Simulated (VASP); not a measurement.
# Re (I4/mmm) in VASP: a series of runs

Runs on Re. Level: r2SCAN. Tasks: single point.

Everything below comes from runs of VASP 6.6.1. Logs are shortened: lines on timing, memory, paths and dates and some standing lists are left out, and cuts for length are marked.

### Step 1. The cell of the first run

Symmetry: I4/mmm, No. 139, tetragonal system. The conventional cell has a = 2.949 Å, b = 2.949 Å, c = 3.544 Å, α = 90.00°, β = 90.00°, γ = 90.00°. Re (site symmetry 4/mmm) has 14 Re at 2.74 to 3.54 Å within 3.6 Å.

### Step 2. Single point, r2SCAN

Contents of POSCAR:

```
Re
1.0
    0.0000000000      2.0849427042      1.7722012985
    2.0849427042      0.0000000000      1.7722012985
    2.0849427042      2.0849427042      0.0000000000
Re
1
Direct
    0.0000000000      0.0000000000      0.0000000000
```

Contents of INCAR.step1:

```
SYSTEM = Re
ALGO     = Normal         ! electronic algorithm
EDIFF    = 1E-4           ! SCF threshold, eV
ENCUT    = 520            ! plane-wave cutoff, eV
GGA      = PE             ! functional
ISMEAR   = 0              ! smearing method
LASPH    = .True.         ! aspherical terms in the spheres
LCHARG   = .False.        ! write CHGCAR
LREAL    = .False.        ! projectors in reciprocal space
LWAVE    = .True.         ! write WAVECAR
NBANDS   = 10             ! bands
NELM     = 80             ! most SCF steps
PREC     = Accurate       ! precision mode
SIGMA    = 0.15           ! smearing width, eV
```

Contents of INCAR.step2:

```
SYSTEM = Re
ALGO     = Normal         ! electronic algorithm
EDIFF    = 1E-6           ! SCF threshold, eV
ENCUT    = 520            ! plane-wave cutoff, eV
ISIF     = 2              ! what is computed and relaxed
ISMEAR   = 0              ! smearing method
ISTART   = 1            
LASPH    = .True.         ! aspherical terms in the spheres
LCHARG   = .True.         ! write CHGCAR
LELF     = .True.         ! ELF
LMIXTAU  = .True.       
LREAL    = .False.        ! projectors in reciprocal space
LVHAR    = .True.       
LWAVE    = .False.        ! write WAVECAR
METAGGA  = R2SCAN         ! meta-GGA
NBANDS   = 10             ! bands
NELM     = 80             ! most SCF steps
PREC     = Accurate       ! precision mode
SIGMA    = 0.15           ! smearing width, eV
```

Contents of KPOINTS:

```
k-points
0
Gamma
  22 22 22
  0 0 0
```

Potentials or basis: VASP PAW PBE potentials, release 64 (Re).

Started as:

```bash
cat potpaw_PBE.64/Re/POTCAR > POTCAR
cp INCAR.step1 INCAR
mpirun -np 1 vasp_std > vasp.out
cp INCAR.step2 INCAR
mpirun -np 1 vasp_std > vasp.out
```

OUTCAR:

```text
SYSTEM = Re
   EDIFF = 1E-6
   ENCUT = 520
   ISIF = 2
   ISMEAR = 0
   ISTART = 1
   LASPH = .True.
   LREAL = .False.
   METAGGA = R2SCAN
   NELM = 80
   PREC = Accurate

 ion  position               nearest neighbor table
   1  0.000  0.000  0.000-

  LATTYP: Found a body centered tetragonal cell.
 ALAT       =     2.9485542491
 C/A-ratio  =     1.2020815280

  Lattice vectors:

 A1 = (   0.0000000000,  -2.0849427042,  -1.7722012985)
 A2 = (   0.0000000000,   2.0849427042,  -1.7722012985)
 A3 = (   2.0849427042,   0.0000000000,   1.7722012985)

Analysis of symmetry for initial positions (statically):
=====================================================================
 Subroutine PRICEL returns:
 Original cell was already a primitive cell.

 Routine SETGRP: Setting up the symmetry group for a
 body centered tetragonal supercell.

 Subroutine GETGRP returns: Found 16 space group operations
 (whereof 16 operations were pure point group operations)
 out of a pool of 16 trial point group operations.

The static configuration has the point symmetry D_4h.

Analysis of symmetry for dynamics (positions and initial velocities):
=====================================================================
 Subroutine PRICEL returns:
 Original cell was already a primitive cell.

 Routine SETGRP: Setting up the symmetry group for a
 body centered tetragonal supercell.

 Subroutine GETGRP returns: Found 16 space group operations
 (whereof 16 operations were pure point group operations)
 out of a pool of 16 trial point group operations.

The dynamic configuration has the point symmetry D_4h.

 Subroutine INISYM returns: Found 16 space group operations
 (whereof 16 operations are pure point group operations),
 and found     1 'primitive' translations

----------------------------------------------------------------------------------------

                                     Primitive cell

  volume of cell :      15.4075

  direct lattice vectors                    reciprocal lattice vectors
     0.000000000  2.084942704  1.772201298    -0.239814744  0.239814744  0.282134992
     2.084942704  0.000000000  1.772201298     0.239814744 -0.239814744  0.282134992
     2.084942704  2.084942704  0.000000000     0.239814744  0.239814744 -0.282134992

  length of vectors
     2.736363193  2.736363193  2.948554249     0.441160262  0.441160262  0.441160262

  position of ions in fractional coordinates (direct lattice)
[... 75 lines left out ...]
   ENCUT  =  520.0 eV  38.22 Ry    6.18 a.u.   5.09  5.09  5.48*2*pi/ulx,y,z
   NELM   =     80;   NELMIN=  2; NELMDL=  0     # of ELM steps
   EDIFF  = 0.1E-05   stopping-criterion for ELM
   LREAL  =      F    real-space projection
   EDIFFG = 0.1E-04   stopping-criterion for IOM
   NSW    =      0    number of steps for IOM
   IBRION =     -1    ionic relax: 0-MD 1-quasi-New 2-CG
   NFREE  =      0    steps in history (QN), initial steepest desc. (CG)
   ISIF   =      2    stress and relaxation
   ISYM   =      2    0-nonsym 1-usesym 2-fastsym
   POTIM  = 0.5000    time-step for ionic-motion
   TEBEG  =    0.0;   TEEND  =   0.0 temperature during run
   PSTRESS=    0.0 pullay stress
   NELECT =       7.0000    total number of electrons
   NUPDOWN=      -1.0000    fix difference up-down
   EMIN   =  10.00;   EMAX   =-10.00  energy-range for DOS
   EFERMI =   0.00;   METHOD = LEGACY
   ISMEAR =     0;   SIGMA  =   0.15  broadening in eV -4-tet -1-fermi 0-gaus
   EFERMI_NEDOS =   21; number of points for ismear=-14 and -15
   IALGO  =     38    algorithm
   IMIX   =      4    mixing-type and parameters
     AMIX     =   0.40;   BMIX     =  1.00
     AMIX_MAG =   1.60;   BMIX_MAG =  1.00
  volume/ion in A,a.u.               =      15.41       103.97
  Fermi-wavevector in a.u.,A,eV,Ry     =   1.258531  2.378278 21.550255  1.583899
  Thomas-Fermi vector in A             =   2.392135
   LORBIT       =      0    0 simple, 1 ext, 2 COOP (PROOUT), +10 PAW based schemes
   METAGGA = R2SCAN    functional components
   LHFCALC =     F    Hartree Fock is set to
   AEXX    =    0.0000 exact exchange contribution
   IVDW    =     0    specifies the selected vdW correction
   LEPSILON=     F    determine dielectric tensor
   LRPA    =     F    only Hartree local field effects (RPA)
 non-spin polarized calculation
 Gauss-broadening in eV      SIGMA  =   0.15
  energy-cutoff  :      520.00
  volume of cell :       15.41
 maximum number of plane-waves:       434
   NGX = 11   NGY = 11   NGZ = 11

 number of electron       7.0000000 magnetization

 Free energy of the ion-electron system (eV)
  ---------------------------------------------------
  ext. energy  EPLUGINS =         0.00000000
  ---------------------------------------------------
  free energy    TOTEN  =       -52.22256808 eV

  energy without entropy =      -52.21110785  energy(sigma->0) =      -52.21683796

 E-fermi :   7.6025     XC(G=0): -14.7039

 val. band max:        7.6007922402   @ k =   0.2273   0.0455   0.1364
 cond. band min:       7.6041712281   @ k =   0.3636   0.2727   0.0455
 fundamental gap:      0.0033789879
 Fermi energy:         7.6024702978

 k-point     1 :       0.0000    0.0000    0.0000
  band No.  band energies     occupation
      1      -2.8934      2.00000
      2       5.0197      2.00000
      3       5.0197      2.00000
      4       7.0970      2.00000
      5       7.2017      1.99984
      6       9.6612      0.00000
      7      22.3969      0.00000
      8      25.8899      0.00000
      9      25.8899      0.00000
     10      32.3209      0.00000
[... 287 lines left out ...]
 k-point    24 :      -0.4545    0.0455    0.0000
  band No.  band energies     occupation
      1       0.6400      2.00000
      2       4.2710      2.00000
      3       6.4052      2.00000
      4       7.4707      1.78597
      5      10.5966      0.00000
      6      11.5747      0.00000
      7      17.6246      0.00000
      8      21.4121      0.00000
      9      27.1037      0.00000
     10      29.7973      0.00000

 [... further k-points ...]
[... 5 lines left out ...]
  --------------------------------------------------------------------------------------
  -------------------------------------------------------------------------------------
  Total       -1.8498900     -1.8498900     -0.2369453      0.0000000      0.0000000      0.0000000
  in kB     -192.3646157   -192.3646157    -24.6392476      0.0000000      0.0000000      0.0000000
  external PRESSURE =    -136.4561596 kB  Pullay stress =       0.0000000 kB

 VOLUME and BASIS-vectors are now :
 -----------------------------------------------------------------------------
  energy-cutoff  :      520.00
  volume of cell :       15.41
      direct lattice vectors                 reciprocal lattice vectors
     0.000000000  2.084942704  1.772201298    -0.239814744  0.239814744  0.282134992
     2.084942704  0.000000000  1.772201298     0.239814744 -0.239814744  0.282134992
     2.084942704  2.084942704  0.000000000     0.239814744  0.239814744 -0.282134992

 POSITION                                       TOTAL-FORCE (eV/Angst)
 -----------------------------------------------------------------------------------
      0.00000      0.00000      0.00000        -0.000000      0.000000      0.000000
 -----------------------------------------------------------------------------------
    total drift:                                0.000000      0.000000      0.000000

  FREE ENERGIE OF THE ION-ELECTRON SYSTEM (eV)
  ---------------------------------------------------
  free  energy   TOTEN  =       -52.2225680764 eV

  energy  without entropy=      -52.2111078476  energy(sigma->0) =      -52.21683796
```

OUTCAR.step1:

```text
SYSTEM = Re
   EDIFF = 1E-4
   ENCUT = 520
   GGA = PE
   ISMEAR = 0
   LASPH = .True.
[... 530 lines left out ...]
 -----------------------------------------------------------------------------------
      0.00000      0.00000      0.00000         0.000000      0.000000      0.000000
 -----------------------------------------------------------------------------------
    total drift:                               -0.000000      0.000000      0.000000

  FREE ENERGIE OF THE ION-ELECTRON SYSTEM (eV)
  ---------------------------------------------------
  free  energy   TOTEN  =       -12.2059432987 eV

  energy  without entropy=      -12.1938964226  energy(sigma->0) =      -12.19991986
```

Run time: 5 min. Hardware: 1 thread of Intel Xeon Platinum 8488C (Sapphire Rapids), shared host; peak memory 0.25 GiB.

What came out:

| Property | Result |
| --- | --- |
| Free energy | -52.2226 eV |
| Pressure | -13.6 GPa |

Stress tensor (GPa, compression positive):
```
-19.24   0.00   0.00
  0.00 -19.24   0.00
  0.00   0.00  -2.46
```

Levels at points of the mesh, in eV from the Fermi level:
```
           k point  band 1  band 2  band 3  band 4  band 5  band 6
(0.00, 0.00, 0.00)  -10.50   -2.58   -2.58   -0.51   -0.40    2.06
(0.50, 0.00, 0.00)   -7.05   -3.44   -0.73   -0.08    2.71    4.21
(0.50, 0.50, 0.00)   -6.73   -6.26    3.52    4.09    4.09    5.01
(0.50, 0.00, 0.50)   -6.96   -5.72    1.35    2.94    3.12    4.82
```

Caveat: the PAW data sets were made with another functional, which shifts forces and pressure a little; spin-orbit coupling is left out, which moves the levels of the heavy elements.

### Step 3. Single point, r2SCAN

This run uses another cell than the first one, of the same volume but with other edges.

Contents of POSCAR:

```
Re
1.0
    0.0000000000      1.8585461570      2.2302553884
    1.8585461570      0.0000000000      2.2302553884
    1.8585461570      1.8585461570      0.0000000000
Re
1
Direct
    0.0000000000      0.0000000000      0.0000000000
```

Contents of INCAR.step1:

```
PREC = Accurate
ENCUT = 520
ISMEAR = 0
SIGMA = 0.15
LREAL = F
LASPH = T
NELM = 60
NBANDS = 10
GGA = PE
ALGO = Normal
EDIFF = 1E-4
LWAVE = T
LCHARG = F
```

Contents of INCAR.step2:

```
PREC = Accurate
ENCUT = 520
EDIFF = 1E-6
ISMEAR = 0
SIGMA = 0.15
LREAL = F
LASPH = T
NELM = 60
ALGO = Normal
ISIF = 2
LWAVE = F
LCHARG = T
METAGGA = R2SCAN
LMIXTAU = T
LELF = T
LVHAR = T
NBANDS = 10
ISTART = 1
```

Contents of KPOINTS:

```
Automatic mesh
0
Gamma
  22 22 22
```

Potentials or basis: VASP PAW PBE potentials, release 64 (Re).

Started as:

```bash
cat potpaw_PBE.64/Re/POTCAR > POTCAR
cp INCAR.step1 INCAR
mpirun -np 1 vasp_std > vasp.out
cp INCAR.step2 INCAR
mpirun -np 1 vasp_std > vasp.out
```

OUTCAR:

```text
PREC = Accurate
   ENCUT = 520
   EDIFF = 1E-6
   ISMEAR = 0
   LREAL = F
   LASPH = T
   NELM = 60
   ISIF = 2
   METAGGA = R2SCAN
   ISTART = 1

 ion  position               nearest neighbor table
   1  0.000  0.000  0.000-

  LATTYP: Found a body centered tetragonal cell.
 ALAT       =     2.6283811815
 C/A-ratio  =     1.6970562748

  Lattice vectors:

 A1 = (  -1.8585461570,   0.0000000000,   2.2302553884)
[... 483 lines left out ...]
  band No.  band energies     occupation
      1       0.6721      2.00000
      2       4.1022      2.00000
      3       6.8472      2.00000
      4       7.2419      1.99950
      5      10.5030      0.00000
      6      11.7220      0.00000
      7      17.6800      0.00000
      8      20.9360      0.00000
      9      27.5384      0.00000
     10      29.9755      0.00000

 [... further k-points ...]
[... 5 lines left out ...]
  --------------------------------------------------------------------------------------
  -------------------------------------------------------------------------------------
  Total        0.4085073      0.4085073     -3.7989986      0.0000000      0.0000000     -0.0000000
  in kB       42.4794673     42.4794673   -395.0466800      0.0000000      0.0000000     -0.0000000
  external PRESSURE =    -103.3625818 kB  Pullay stress =       0.0000000 kB

 VOLUME and BASIS-vectors are now :
 -----------------------------------------------------------------------------
  energy-cutoff  :      520.00
  volume of cell :       15.41
      direct lattice vectors                 reciprocal lattice vectors
     0.000000000  1.858546157  2.230255388    -0.269027486  0.269027486  0.224189572
     1.858546157  0.000000000  2.230255388     0.269027486 -0.269027486  0.224189572
     1.858546157  1.858546157  0.000000000     0.269027486  0.269027486 -0.224189572

 POSITION                                       TOTAL-FORCE (eV/Angst)
 -----------------------------------------------------------------------------------
      0.00000      0.00000      0.00000        -0.000000      0.000000      0.000000
 -----------------------------------------------------------------------------------
    total drift:                                0.000000      0.000000     -0.000000

  FREE ENERGIE OF THE ION-ELECTRON SYSTEM (eV)
  ---------------------------------------------------
  free  energy   TOTEN  =       -52.0901718266 eV

  energy  without entropy=      -52.0770756315  energy(sigma->0) =      -52.08362373
```

OUTCAR.step1:

```text
PREC = Accurate
   ENCUT = 520
   ISMEAR = 0
   LREAL = F
   LASPH = T
[... 529 lines left out ...]

 POSITION                                       TOTAL-FORCE (eV/Angst)
 -----------------------------------------------------------------------------------
      0.00000      0.00000      0.00000        -0.000000     -0.000000     -0.000000
 -----------------------------------------------------------------------------------
    total drift:                                0.000000      0.000000     -0.000000

  FREE ENERGIE OF THE ION-ELECTRON SYSTEM (eV)
  ---------------------------------------------------
  free  energy   TOTEN  =       -12.0789513725 eV

  energy  without entropy=      -12.0652633845  energy(sigma->0) =      -12.07210738
```

Run time: 3.9 min. Hardware: 1 thread of Intel Xeon Platinum 8488C (Sapphire Rapids), shared host; peak memory 0.25 GiB.

What came out:

```yaml
Free_energy: -52.0902 eV
Pressure: -10.3 GPa
```

Caveat: the PAW data sets were made with another functional, which shifts forces and pressure a little; spin-orbit coupling is left out, which moves the levels of the heavy elements.

### Step 4. Single point, r2SCAN

This run uses another cell than the first one, of the same volume but with other edges.

Contents of POSCAR:

```
Re
1.0
    0.0000000000      2.1455348132      1.6735171543
    2.1455348132      0.0000000000      1.6735171543
    2.1455348132      2.1455348132      0.0000000000
Re
1
Direct
    0.0000000000      0.0000000000      0.0000000000
```

INCAR.step1 is that of step 3.

INCAR.step2: that of step 3 with these lines changed.

```diff
@@ -11,7 +11,5 @@
 LWAVE = F
-LCHARG = T
+LCHARG = F
 METAGGA = R2SCAN
 LMIXTAU = T
-LELF = T
-LVHAR = T
 NBANDS = 10
```

KPOINTS is that of step 3.

Started as:

```bash
cat potpaw_PBE.64/Re/POTCAR > POTCAR
cp INCAR.step1 INCAR
mpirun -np 1 vasp_std > vasp.out
cp INCAR.step2 INCAR
mpirun -np 1 vasp_std > vasp.out
```

It took 5.4 min on 1 thread of Intel Xeon Platinum 8488C (Sapphire Rapids), shared host; peak memory 0.25 GiB.

Results (log left out):

| Property | Result |
| --- | --- |
| Free energy | -52.1566 eV |
| Pressure | -12.9 GPa |

Stress tensor (GPa, compression positive):
```
-14.41   0.00   0.00
  0.00 -14.41   0.00
  0.00   0.00  -9.88
```

Levels at points of the mesh, in eV from the Fermi level:
| k point | band 1 | band 2 | band 3 | band 4 | band 5 | band 6 | band 7 |
| --- | --- | --- | --- | --- | --- | --- | --- |
| (0.00, 0.00, 0.00) | -10.79 | -2.87 | -2.87 | -1.65 | 0.18 | 1.66 | 15.19 |
| (0.50, 0.00, 0.00) | -7.34 | -4.29 | -0.26 | -0.09 | 2.00 | 4.22 | 9.76 |
| (0.50, 0.50, 0.00) | -6.92 | -6.66 | 3.33 | 3.66 | 3.66 | 6.25 | 9.19 |
| (0.50, 0.00, 0.50) | -7.30 | -5.57 | 0.52 | 1.91 | 2.34 | 4.53 | 10.69 |

Caveat: the PAW data sets were made with another functional, which shifts forces and pressure a little; spin-orbit coupling is left out, which moves the levels of the heavy elements.

### Step 5. Single point, r2SCAN

This run uses another cell than the first one, of the same volume but with other edges.

Contents of POSCAR:

```
Re
1.0
    0.0000000000      1.8096141460      2.3524983898
    1.8096141460      0.0000000000      2.3524983898
    1.8096141460      1.8096141460      0.0000000000
Re
1
Direct
    0.0000000000      0.0000000000      0.0000000000
```

Contents of INCAR.step1:

```
SYSTEM = Re
ALGO = Normal ; EDIFF = 1E-4
ENCUT = 520 ; GGA = PE
ISMEAR = 0 ; LASPH = .True.
LCHARG = .False. ; LREAL = .False.
LWAVE = .True. ; NBANDS = 10
NELM = 100 ; PREC = Accurate
SIGMA = 0.15
```

Contents of INCAR.step2:

```
SYSTEM = Re
ALGO = Normal ; EDIFF = 1E-6
ENCUT = 520 ; ISIF = 2
ISMEAR = 0 ; ISTART = 1
LASPH = .True. ; LCHARG = .True.
LELF = .True. ; LMIXTAU = .True.
LREAL = .False. ; LVHAR = .True.
LWAVE = .False. ; METAGGA = R2SCAN
NBANDS = 10 ; NELM = 100
PREC = Accurate ; SIGMA = 0.15
```

Contents of KPOINTS:

```
k-points
0
Gamma
  22 22 22
  0 0 0
```

Started as:

```bash
cat potpaw_PBE.64/Re/POTCAR > POTCAR
cp INCAR.step1 INCAR
mpirun -np 1 vasp_std > vasp.out
cp INCAR.step2 INCAR
mpirun -np 1 vasp_std > vasp.out
```

It took 3.9 min on 1 thread of Intel Xeon Platinum 8488C (Sapphire Rapids), shared host; peak memory 0.26 GiB.

It converged, with:

```yaml
Free_energy: -51.8240 eV
Pressure: -3.9 GPa
```

Stress tensor (GPa, compression positive):
```
 15.92   0.00   0.00
  0.00  15.92   0.00
  0.00   0.00 -43.68
```

Levels at points of the mesh, in eV from the Fermi level:
| k point | band 1 | band 2 | band 3 | band 4 | band 5 | band 6 | band 7 | band 8 |
| --- | --- | --- | --- | --- | --- | --- | --- | --- |
| (0.00, 0.00, 0.00) | -10.69 | -4.75 | -2.41 | -0.42 | -0.42 | 3.37 | 15.09 | 15.19 |
| (0.50, 0.00, 0.00) | -7.19 | -4.19 | -0.51 | -0.15 | 2.72 | 3.32 | 10.34 | 12.38 |
| (0.50, 0.50, 0.00) | -7.51 | -6.37 | -0.97 | 3.62 | 3.62 | 4.10 | 8.21 | 15.59 |
| (0.50, 0.00, 0.50) | -7.19 | -5.88 | 1.33 | 2.08 | 4.33 | 6.28 | 9.65 | 12.91 |

Caveat: the PAW data sets were made with another functional, which shifts forces and pressure a little; spin-orbit coupling is left out, which moves the levels of the heavy elements.

### Step 6. Summary

| cell | gap on the mesh (eV) | pressure (GPa) |
| --- | --- | --- |
| a = 2.736, b = 2.736, c = 2.949 Å, angles 57.4, 57.4, 65.2°, 1 atom | none | -13.6 |
| a = 2.903, b = 2.903, c = 2.628 Å, angles 63.1, 63.1, 53.8°, 1 atom | none | -10.3 |
| a = 2.721, b = 2.721, c = 3.034 Å, angles 56.1, 56.1, 67.8°, 1 atom | none | -12.9 |
| a = 2.968, b = 2.968, c = 2.559 Å, angles 64.5, 64.5, 51.1°, 1 atom | none | -3.9 |

Alike in all rows: task single point; level r2SCAN; potentials or basis VASP PAW PBE potentials, release 64 (Re); no spin polarisation; k mesh 22 × 22 × 22; cutoff (eV) 520; smearing gaussian 0.15 eV.

Caveats: the PAW data sets were made with another functional, which shifts forces and pressure a little; spin-orbit coupling is left out, which moves the levels of the heavy elements.

Total energies depend on the potentials used, so only differences within one code and one set of settings carry meaning.
